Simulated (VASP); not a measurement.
**CsI: electric field gradients with LDA**

Crystal: CsI.

```
Cs I
1.0
     4.56670   -0.04567   -0.04567
    -0.04567    4.56670   -0.04567
    -0.04567   -0.04567    4.56670
Cs I
1 1
Direct
  0.00000 0.00000 0.00000
  0.50000 0.50000 0.50000
```

This cell differs from its parent crystal: equal xy, yz and zx shear strains of -2 %.

- Program: VASP 6.6.1
- Task: electric field gradients
- Functional: LDA
- Potentials or basis: VASP PAW LDA potentials, release 64 (Cs_sv, I)
- Cutoff: 400 eV
- k mesh: 7 × 7 × 7
- Occupations: fermi-dirac, width 0.01 eV
- Spin: no spin polarisation
- Dipole correction: no
- Further INCAR settings: ALGO = Normal; EDIFF = 1e-08; NBANDS = 15

```
Pressure                                : -1.3 GPa
Band gap on the k mesh                  : 3.56 eV (least direct gap 3.63 eV)
Largest electric field gradient by atom : Cs -12.9; I -6.1 V/Å²
```

Stress tensor (GPa, compression positive):
```
-1.34  0.12  0.12
 0.12 -1.34  0.12
 0.12  0.12 -1.34
```

Levels at points of the mesh, in eV from the valence-band top:
```csv
k point,band 4,band 5,band 6,band 7,band 8,band 9,band 10,band 11,band 12,band 13
"(0.00, 0.00, 0.00)",-7.00,-7.00,-0.07,-0.07,-0.06,3.56,3.99,3.99,7.59,7.75
```

Electric field gradients, principal values (V/Å²):
| atom | least | middle | greatest (by size) |
| --- | --- | --- | --- |
| 1 Cs | 6.468 | 6.468 | -12.937 |
| 2 I | 3.068 | 3.068 | -6.136 |

Wall time 63 s on 1 thread of Intel Xeon 8259CL (shared host), peak memory 0.17 GiB.

Caveat: the cell differs from its parent crystal (equal xy, yz and zx shear strains of -2 %); without QUAD_EFG the Cq values of the log hold for a quadrupole moment of 1 mb, not for the nuclei; spin-orbit coupling is left out, which moves the levels of the heavy elements; an odd mesh through Γ misses points on the zone boundary, where band edges can lie.
